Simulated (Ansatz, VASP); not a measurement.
# Two plane-wave programs on As

```
As
1.0
     0.00000    2.12563    2.12563
     2.12563    0.00000    2.12563
     2.12563    2.12563    0.00000
As
1
Cartesian
  0.0000 0.0000 0.0000
```

Alike in both runs: functional r2SCAN; k mesh 6 × 6 × 6; occupations gaussian, width 0.1 eV; no spin polarisation.

Ansatz relaxed the structure, and its values are those at the end. VASP's run is a single point on that final structure, the one shown.

|  | VASP | Ansatz |
| --- | --- | --- |
| version | VASP 6.6.1 | Ansatz 0.2.0 |
| potentials or method | VASP PAW PBE potentials, release 64 (As), cutoff 550 eV | scalar-relativistic, plane waves, PAW |
| valence electrons in the cell | 5 | 15 |

Ansatz gave:

```
gap on the k mesh at the Fermi level (eV) : none
pressure (GPa)                            : -0.2
```

**Question.** What did VASP give for the same quantities?

**Answer.** gap on the k mesh at the Fermi level (eV): none; pressure (GPa): -0.3.

VASP's potentials were made for PBE, not for r2SCAN. A gap of «none» marks a metal or a gap that the smearing closes. VASP's potentials hold 5 valence electrons a cell and Ansatz's 15, so a difference there can come from the potentials and not from the codes.

The k mesh is coarse, so the values compare programs but aren't converged.
